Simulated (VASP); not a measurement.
Input of a VASP 6.6.1 run:

Contents of INCAR:

```
SYSTEM = CaPb3
PREC     = Accurate       ! precision mode
ENCUT    = 520            ! plane-wave cutoff, eV
EDIFF    = 1E-7           ! SCF threshold, eV
ISMEAR   = 1              ! smearing method
SIGMA    = 0.1            ! smearing width, eV
LREAL    = .False.        ! projectors in reciprocal space
LASPH    = .True.         ! aspherical terms in the spheres
NELM     = 80             ! most SCF steps
ALGO     = Normal         ! electronic algorithm
ISIF     = 2              ! what is computed and relaxed
LWAVE    = .False.        ! write WAVECAR
LCHARG   = .False.        ! write CHGCAR
GGA      = CA             ! functional
NBANDS   = 34             ! bands
```

KPOINTS

```
Automatic mesh
0
Gamma
  5 5 5
  0 0 0
```

The input POSCAR:

```
CaPb3
1.0
    4.7569319490      0.0000000000      0.0000000000
    0.0000000000      4.7569319490      0.0000000000
    0.0000000000      0.0000000000      4.7569319490
Ca Pb
1 3
Direct
    0.0000000000      0.0000000000      0.0000000000
    0.0000000000      0.5000000000      0.5000000000
    0.5000000000      0.0000000000      0.5000000000
    0.5000000000      0.5000000000      0.0000000000
```

Potentials or basis: VASP PAW LDA potentials, release 64 (Ca_sv, Pb_d).

Run with:

```bash
$ cat potpaw_LDA.64/Ca_sv/POTCAR potpaw_LDA.64/Pb_d/POTCAR > POTCAR
$ mpirun -np 1 vasp_std > vasp.out
```

Task: Predict the pressure.

Result: 1.9 GPa.

Task: Predict the band gap on the k mesh.

Result: Zero (bands 26 and 27 overlap by 2.26 eV).

Caveat: spin-orbit coupling is left out, which moves the levels of the heavy elements.
